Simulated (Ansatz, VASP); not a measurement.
## Ti2Co in VASP and in Ansatz

```
CELL_PARAMETERS angstrom
0.00000 3.48891 3.48891
3.48891 0.00000 3.48891
3.48891 3.48891 0.00000
ATOMIC_POSITIONS crystal
Ti 0.12500 0.12500 0.12500
Ti 0.62500 0.12500 0.12500
Ti 0.12500 0.12500 0.62500
Ti 0.12500 0.62500 0.12500
Co 0.50000 0.50000 0.50000
Co 0.75000 0.75000 0.75000
```

Alike in both runs: task single point; functional PBEsol; k mesh 8 × 8 × 8; occupations gaussian, width 0.05 eV; collinear spin.

```csv
,VASP,Ansatz
version,VASP 6.6.1,Ansatz 0.2.0
potentials or method,"VASP PAW PBE potentials, release 64 (Ti_sv, Co), cutoff 600 eV","scalar-relativistic, plane waves, PAW"
valence electrons in the cell,66,82
```

Ansatz gave:

```
gap on the k mesh at the Fermi level (eV)                     : none
pressure (GPa)                                                : 0.0
net moment per atom (μB)                                      : 0.28
size of the moment on the site where the two differ most (μB) : 0.99
```

Q: What did VASP give for the same quantities?

A: gap on the k mesh at the Fermi level (eV): none; pressure (GPa): 0.0; net moment per atom (μB): 0.27; size of the moment on the site where the two differ most (μB): 0.95.

VASP's potentials were made for PBE, not for PBEsol. Site moments also hang on the region over which each program counts them. A gap of «none» marks a metal or a gap that the smearing closes. With one functional, cell and mesh, what is left measures potentials, basis and numerics. VASP's potentials hold 66 valence electrons a cell and Ansatz's 82, so a difference there can come from the potentials and not from the codes.
